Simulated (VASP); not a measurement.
# FeNi3 (Pm-3m) in VASP: a series of runs

Runs on FeNi3. Level: PBEsol. Tasks: single point.

Everything below comes from runs of VASP 6.6.1. Logs are shortened: lines on timing, memory, paths and dates and some standing lists are left out, and cuts for length are marked.

### 1 The cell of the first run

The structure is cubic, space group Pm-3m (No. 221). Conventional cell: a = 3.592 Å, b = 3.592 Å, c = 3.592 Å, α = 90.00°, β = 90.00°, γ = 90.00°. Ni (site symmetry 4/mmm) has 8 Ni at 2.54 Å and 4 Fe at 2.54 Å within 3.4 Å. Within 3.4 Å of Fe (site symmetry m-3m) lie 12 Ni at 2.54 Å.

### 2 Single point, PBEsol, collinear spin, ferromagnetic start (11.58 Å³/atom)

INCAR reads:

```
PREC = Accurate ; ENCUT = 520
EDIFF = 1E-6 ; ISMEAR = -1
SIGMA = 0.05 ; LREAL = False
LASPH = True ; NELM = 150
ALGO = Normal ; ISIF = 2
LWAVE = False ; LCHARG = False
ISPIN = 2 ; MAGMOM = 1 1 1 3
LORBIT = 11 ; LMAXMIX = 4
GGA = PS ; NBANDS = 31
```

KPOINTS reads:

```
Automatic mesh
0
Gamma
  8 8 8
```

POSCAR reads:

```
FeNi3
1.0
    3.5916500865      0.0000000000      0.0000000000
    0.0000000000      3.5916500865      0.0000000000
    0.0000000000      0.0000000000      3.5916500865
Ni Fe
3 1
Direct
    0.5000000000      0.5000000000      0.0000000000
    0.5000000000      0.0000000000      0.5000000000
    0.0000000000      0.5000000000      0.5000000000
    0.0000000000      0.0000000000      0.0000000000
```

Potentials or basis: VASP PAW PBE potentials, release 64 (Ni, Fe).

Started as:

```
> cat potpaw_PBE.64/Ni/POTCAR potpaw_PBE.64/Fe/POTCAR > POTCAR
> mpirun -np 1 vasp_std > vasp.out
```

OUTCAR:

```text
PREC = Accurate
   ENCUT = 520
   EDIFF = 1E-6
   ISMEAR = -1
   LREAL = False
   LASPH = True
   NELM = 150
   ISIF = 2
   ISPIN = 2
   LORBIT = 11
   GGA = PS

 ion  position               nearest neighbor table
   1  0.500  0.500  0.000-   2 2.54   3 2.54   4 2.54   2 2.54   3 2.54   2 2.54   4 2.54   2 2.54
                             3 2.54   4 2.54   3 2.54   4 2.54
   2  0.500  0.000  0.500-   1 2.54   3 2.54   4 2.54   1 2.54   4 2.54   1 2.54   3 2.54   1 2.54
                             3 2.54   4 2.54   4 2.54   3 2.54
   3  0.000  0.500  0.500-   1 2.54   2 2.54   4 2.54   1 2.54   4 2.54   2 2.54   4 2.54   4 2.54
                             1 2.54   2 2.54   1 2.54   2 2.54
   4  0.000  0.000  0.000-   1 2.54   2 2.54   3 2.54   2 2.54   3 2.54   1 2.54   3 2.54   3 2.54
                             1 2.54   2 2.54   2 2.54   1 2.54

  LATTYP: Found a simple cubic cell.
 ALAT       =     3.5916500865

  Lattice vectors:

 A1 = (   3.5916500865,   0.0000000000,   0.0000000000)
 A2 = (   0.0000000000,   3.5916500865,   0.0000000000)
 A3 = (   0.0000000000,   0.0000000000,   3.5916500865)

Analysis of symmetry for initial positions (statically):
=====================================================================
 Subroutine PRICEL returns:
 Original cell was already a primitive cell.

 Routine SETGRP: Setting up the symmetry group for a
 simple cubic supercell.

 Subroutine GETGRP returns: Found 48 space group operations
 (whereof 48 operations were pure point group operations)
 out of a pool of 48 trial point group operations.

The static configuration has the point symmetry O_h .

Analysis of symmetry for dynamics (positions and initial velocities):
=====================================================================
 Subroutine PRICEL returns:
 Original cell was already a primitive cell.

 Routine SETGRP: Setting up the symmetry group for a
 simple cubic supercell.

 Subroutine GETGRP returns: Found 48 space group operations
 (whereof 48 operations were pure point group operations)
 out of a pool of 48 trial point group operations.

The dynamic configuration has the point symmetry O_h .

Analysis of structural, dynamic, and magnetic symmetry:
=====================================================================
 Subroutine PRICEL returns:
 Original cell was already a primitive cell.

 Routine SETGRP: Setting up the symmetry group for a
 simple cubic supercell.

 Subroutine GETGRP returns: Found 48 space group operations
 (whereof 48 operations were pure point group operations)
 out of a pool of 48 trial point group operations.

The overall configuration has the point symmetry O_h .

 Subroutine INISYM returns: Found 48 space group operations
 (whereof 48 operations are pure point group operations),
 and found     1 'primitive' translations

----------------------------------------------------------------------------------------

                                     Primitive cell

  volume of cell :      46.3321

  direct lattice vectors                    reciprocal lattice vectors
     3.591650087  0.000000000  0.000000000     0.278423559  0.000000000  0.000000000
     0.000000000  3.591650087  0.000000000     0.000000000  0.278423559  0.000000000
     0.000000000  0.000000000  3.591650087     0.000000000  0.000000000  0.278423559

  length of vectors
     3.591650087  3.591650087  3.591650087     0.278423559  0.278423559  0.278423559

  position of ions in fractional coordinates (direct lattice)
     0.500000000  0.500000000  0.000000000
     0.500000000  0.000000000  0.500000000
     0.000000000  0.500000000  0.500000000
     0.000000000  0.000000000  0.000000000

  ion indices of the primitive-cell ions
   primitive index   ion index
                 1           1
                 2           2
                 3           3
                 4           4

----------------------------------------------------------------------------------------

 KPOINTS: Automatic mesh

Automatic generation of k-mesh.
 Grid dimensions read from file:
 generate k-points for:    8    8    8

 Generating k-lattice:

  Cartesian coordinates                     Fractional coordinates (reciprocal lattice)
     0.034802945  0.000000000  0.000000000     0.125000000  0.000000000  0.000000000
     0.000000000  0.034802945  0.000000000     0.000000000  0.125000000  0.000000000
     0.000000000  0.000000000  0.034802945     0.000000000  0.000000000  0.125000000

  Length of vectors
     0.034802945  0.034802945  0.034802945

  Shift w.r.t. Gamma in fractional coordinates (k-lattice)
     0.000000000  0.000000000  0.000000000

 Subroutine IBZKPT returns following result:
 ===========================================

 Found     35 irreducible k-points:

 Following reciprocal coordinates:
            Coordinates               Weight
  0.000000  0.000000  0.000000      1.000000
  0.125000  0.000000  0.000000      6.000000
  0.250000  0.000000  0.000000      6.000000
  0.375000  0.000000  0.000000      6.000000
  0.500000  0.000000  0.000000      3.000000
  0.125000  0.125000  0.000000     12.000000
[... 16 lines left out ...]
  0.375000  0.375000  0.125000     24.000000
  0.500000  0.375000  0.125000     24.000000
 [... further k-points ...]
   k-points           NKPTS =     35   k-points in BZ     NKDIM =     35   number of bands    NBANDS=     31
   number of dos      NEDOS =    301   number of ions     NIONS =      4
   total plane-waves  NPLWV =  21952
   dimension x,y,z NGX =    28 NGY =   28 NGZ =   28
   dimension x,y,z NGXF=    56 NGYF=   56 NGZF=   56
   ions per type =               3   1
   NGX,Y,Z   is equivalent  to a cutoff of  12.96, 12.96, 12.96 a.u.
   NGXF,Y,Z  is equivalent  to a cutoff of  25.92, 25.92, 25.92 a.u.
 SYSTEM =  unknown system
   PREC   = accura    normal or accurate (medium, high low for compatibility)
   ISTART =      0    job   : 0-new  1-cont  2-samecut
   ICHARG =      2    charge: 1-file 2-atom 10-const
   ISPIN  =      2    spin polarized calculation?
   LNONCOLLINEAR =      F non collinear calculations
   LSORBIT =      F    spin-orbit coupling
   LASPH  =      T    aspherical Exc in radial PAW
   ENCUT  =  520.0 eV  38.22 Ry    6.18 a.u.   6.68  6.68  6.68*2*pi/ulx,y,z
   NELM   =    150;   NELMIN=  2; NELMDL= -5     # of ELM steps
   EDIFF  = 0.1E-05   stopping-criterion for ELM
   LREAL  =      F    real-space projection
   EDIFFG = 0.1E-04   stopping-criterion for IOM
   NSW    =      0    number of steps for IOM
   IBRION =     -1    ionic relax: 0-MD 1-quasi-New 2-CG
   NFREE  =      0    steps in history (QN), initial steepest desc. (CG)
   ISIF   =      2    stress and relaxation
   ISYM   =      2    0-nonsym 1-usesym 2-fastsym
   POTIM  = 0.5000    time-step for ionic-motion
   TEBEG  =    0.0;   TEEND  =   0.0 temperature during run
   PSTRESS=    0.0 pullay stress
   NELECT =      38.0000    total number of electrons
   NUPDOWN=      -1.0000    fix difference up-down
   EMIN   =  10.00;   EMAX   =-10.00  energy-range for DOS
   EFERMI =   0.00;   METHOD = LEGACY
   ISMEAR =    -1;   SIGMA  =   0.05  broadening in eV -4-tet -1-fermi 0-gaus
   EFERMI_NEDOS =   21; number of points for ismear=-14 and -15
   IALGO  =     38    algorithm
   IMIX   =      4    mixing-type and parameters
     AMIX     =   0.40;   BMIX     =  1.00
     AMIX_MAG =   1.60;   BMIX_MAG =  1.00
  volume/ion in A,a.u.               =      11.58        78.17
  Fermi-wavevector in a.u.,A,eV,Ry     =   1.532411  2.895837 31.950349  2.348284
  Thomas-Fermi vector in A             =   2.639621
   LORBIT       =     11    0 simple, 1 ext, 2 COOP (PROOUT), +10 PAW based schemes
   GGA     = PS    functional components
   LHFCALC =     F    Hartree Fock is set to
   AEXX    =    0.0000 exact exchange contribution
   IVDW    =     0    specifies the selected vdW correction
   LEPSILON=     F    determine dielectric tensor
   LRPA    =     F    only Hartree local field effects (RPA)
 spin polarized calculation
  energy-cutoff  :      520.00
  volume of cell :       46.33
 maximum number of plane-waves:      1273
 NGX is ok and might be reduce to    28
   NGX = 13   NGY = 13   NGZ = 13

 number of electron      38.0000049 magnetization       4.9012293

 Free energy of the ion-electron system (eV)
  ---------------------------------------------------
  ext. energy  EPLUGINS =         0.00000000
  ---------------------------------------------------
  free energy    TOTEN  =       -27.44606066 eV

  energy without entropy =      -27.41763018  energy(sigma->0) =      -27.43184542

 E-fermi :   7.8777     XC(G=0): -13.0908

 val. band max:        7.8731100362   @ k =   0.5000   0.1250   0.1250
 cond. band min:       7.8836854824   @ k =   0.5000   0.5000   0.3750
 fundamental gap:      0.0105754462
 Fermi energy:         7.8776703849

 spin component 1

 k-point     1 :       0.0000    0.0000    0.0000
  band No.  band energies     occupation
      1      -0.9720      1.00000
      2       2.7981      1.00000
      3       2.7981      1.00000
      4       3.4822      1.00000
      5       3.5020      1.00000
      6       3.5020      1.00000
[... 805 lines left out ...]
     30      21.2034      0.00000
     31      23.6500      0.00000

 [... further k-points ...]

 spin component 2

 k-point     1 :       0.0000    0.0000    0.0000
  band No.  band energies     occupation
      1      -0.8924      1.00000
      2       3.8737      1.00000
      3       3.8737      1.00000
      4       3.8925      1.00000
      5       4.5435      1.00000
      6       4.5435      1.00000
[... 805 lines left out ...]
     30      21.6482      0.00000
     31      23.8183      0.00000

 [... further k-points ...]
[... 5 lines left out ...]
  --------------------------------------------------------------------------------------
  -------------------------------------------------------------------------------------
  Total       -4.4165370     -4.4165370     -4.4165370     -0.0000000      0.0000000     -0.0000000
  in kB     -152.7250921   -152.7250921   -152.7250921     -0.0000000      0.0000000     -0.0000000
  external PRESSURE =    -152.7250921 kB  Pullay stress =       0.0000000 kB

 VOLUME and BASIS-vectors are now :
 -----------------------------------------------------------------------------
  energy-cutoff  :      520.00
  volume of cell :       46.33
      direct lattice vectors                 reciprocal lattice vectors
     3.591650087  0.000000000  0.000000000     0.278423559  0.000000000  0.000000000
     0.000000000  3.591650087  0.000000000     0.000000000  0.278423559  0.000000000
     0.000000000  0.000000000  3.591650087     0.000000000  0.000000000  0.278423559

 POSITION                                       TOTAL-FORCE (eV/Angst)
 -----------------------------------------------------------------------------------
      1.79583      1.79583      0.00000         0.000000      0.000000      0.000000
      1.79583      0.00000      1.79583         0.000000      0.000000      0.000000
      0.00000      1.79583      1.79583         0.000000      0.000000      0.000000
      0.00000      0.00000      0.00000         0.000000      0.000000      0.000000
 -----------------------------------------------------------------------------------
    total drift:                                0.000000      0.000000      0.000000

  FREE ENERGIE OF THE ION-ELECTRON SYSTEM (eV)
  ---------------------------------------------------
  free  energy   TOTEN  =       -27.4460606610 eV

  energy  without entropy=      -27.4176301834  energy(sigma->0) =      -27.43184542

 total charge

# of ion       s       p       d       tot
------------------------------------------
    1        0.490   0.480   8.303   9.273
    2        0.490   0.480   8.303   9.273
    3        0.490   0.480   8.303   9.273
    4        0.462   0.475   6.075   7.012
--------------------------------------------------
tot          1.932   1.914  30.983  34.829

 magnetization (x)

# of ion       s       p       d       tot
------------------------------------------
    1       -0.015  -0.040   0.713   0.658
    2       -0.015  -0.040   0.713   0.658
    3       -0.015  -0.040   0.713   0.658
    4        0.012   0.002   2.942   2.955
--------------------------------------------------
tot         -0.033  -0.120   5.082   4.930
```

Wall time 56 s (1 thread of Oxide Virtual Turin-like, shared host); peak memory 0.18 GiB.

What came out:

```
Free energy                                           : -27.4461 eV
Pressure                                              : -15.3 GPa
Net moment                                            : 4.90 μB per cell
Site moments                                          : Ni +0.66; Fe +2.96 μB
Valence electrons inside the program's atomic spheres : Ni 9.27; Fe 7.01
```

Caveat: the cell stands under tension; the PAW data sets were made with another functional, which shifts forces and pressure a little.

[end of part 1 of 3]
